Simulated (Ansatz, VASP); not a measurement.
## SiC in VASP and in Ansatz

Contents of POSCAR:

```
SiC
1.0
    0.0000000000      2.1898675885      2.1898675885
    2.1898675885      0.0000000000      2.1898675885
    2.1898675885      2.1898675885      0.0000000000
Si C
1 1
Direct
    0.0000000000      0.0000000000      0.0000000000
    0.2500000000      0.2500000000      0.2500000000
```

File INCAR.step1:

```
PREC = Accurate
ENCUT = 520
EDIFF = 1E-5
ISMEAR = 0
SIGMA = 0.02
LREAL = F
LASPH = T
NELM = 80
ALGO = Normal
ISIF = 2
LWAVE = T
LCHARG = F
NBANDS = 11
GGA = PE
```

INCAR.step2

```
PREC = Accurate
ENCUT = 520
EDIFF = 1E-6
ISMEAR = 0
SIGMA = 0.02
LREAL = F
LASPH = T
NELM = 80
ALGO = Normal
ISIF = 2
LWAVE = F
LCHARG = F
GGA = PE
LHFCALC = T
HFSCREEN = 0.2079
PRECFOCK = Normal
NBANDS = 11
ISTART = 1
```

KPOINTS

```
regular mesh
0
Gamma
  8 8 8
```

Input for Ansatz:

```yaml
crystal:
  lattice:
    - [0.0, 2.1898675885, 2.1898675885]
    - [2.1898675885, 0.0, 2.1898675885]
    - [2.1898675885, 2.1898675885, 0.0]
  atoms:
    - { symbol: Si, position: [0.0, 0.0, 0.0] }
    - { symbol: C, position: [0.25, 0.25, 0.25] }
basis:
  ecutwfc: 420
kpoints:
  mp_grid: { grid: [8, 8, 8] }
  band_path:
    path:
      - [[0.0, 0.0, 0.0], [-0.5, -0.5, 0.0], [-0.375, -0.375, 0.25]]
      - [[-0.375, 0.0, 0.375], [0.0, 0.0, 0.0], [0.0, 0.0, 0.5], [-0.5, -0.25, 0.25], [-0.5, -0.5, 0.0]]
    npoints: 4
hamiltonian:
  xc: hse06
scf:
  occupations: { method: gaussian, width: 0.02 }
output:
  forces: true
  stress: true
  eigenvalues: true
  populations: true
  dos: { projected: true, de: 0.02 }
  bader: false
  write_density: true
  write_potential: true
  elf: true
  volumetric_format: npy
```

Alike in both runs: task single point; functional HSE06; k mesh 8 × 8 × 8; occupations gaussian, width 0.02 eV; no spin polarisation.

|  | VASP | Ansatz |
| --- | --- | --- |
| version | VASP 6.6.1 | Ansatz 0.2.0 |
| potentials or method | VASP PAW PBE potentials, release 64 (Si, C), cutoff 520 eV | scalar-relativistic, plane waves, PAW |
| valence electrons in the cell | 8 | 8 |

VASP gave:

```
gap on the k mesh at the Fermi level (eV) : 2.24
least direct gap on the mesh (eV)         : 5.71
pressure (GPa)                            : -5.1
```

Problem. What did Ansatz give for the same quantities?

Solution. gap on the k mesh at the Fermi level (eV): 2.24; least direct gap on the mesh (eV): 5.70; pressure (GPa): -4.7.

Ansatz's warnings: stress exchange threshold loose, stress scf threshold loose.
